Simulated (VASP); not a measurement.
Crystal: As.

```
As
1.0
     5.27053    0.00000    0.00000
     0.00000    5.27053    0.00000
     0.00000    0.00000    5.27053
As
8
Direct
  0.00000 0.00000 0.00000
  0.50000 0.50000 0.50000
  0.25000 0.00000 0.50000
  0.75000 0.00000 0.50000
  0.50000 0.25000 0.00000
  0.50000 0.75000 0.00000
  0.00000 0.50000 0.25000
  0.00000 0.50000 0.75000
```

| Property | Result |
| --- | --- |
| Program | VASP 6.6.1 |
| Task | relaxation of cell and atoms |
| Functional | r2SCAN |
| Potentials or basis | VASP PAW PBE potentials, release 64 (As) |
| Cutoff | 600 eV |
| k mesh | 5 × 5 × 5 |
| Occupations | fermi-dirac, width 0.1 eV |
| Spin | no spin polarisation |

At the start: pressure 5.6 GPa; volume 18.30 Å³/atom.

Task: How do energy, volume and symmetry change on relaxing?

Result: Over 3 steps the energy falls by 19.2 meV/atom and the volume is 19.46 Å³/atom (+6.3 %); space group Pm-3n (No. 223, to 0.1 Å) before and after.

The path:
| step | energy change (eV) | largest force (eV/Å) | pressure (GPa) | volume (Å³) |
| --- | --- | --- | --- | --- |
| 1 | 0.0000 | 0.0000 | 5.59 | 146.41 |
| 2 | -0.1196 | 0.0000 | -2.24 | 160.35 |
| 3 | -0.1533 | 0.0000 | 0.01 | 155.66 |

Final structure:
```
As
1.0
     5.37928    0.00000    0.00000
     0.00000    5.37928    0.00000
     0.00000    0.00000    5.37928
As
8
Direct
  0.00000 0.00000 0.00000
  0.50000 0.50000 0.50000
  0.25000 0.00000 0.50000
  0.75000 0.00000 0.50000
  0.50000 0.25000 0.00000
  0.50000 0.75000 0.00000
  0.00000 0.50000 0.25000
  0.00000 0.50000 0.75000
```

Caveat: the PAW data sets were made with another functional, which shifts forces and pressure a little.
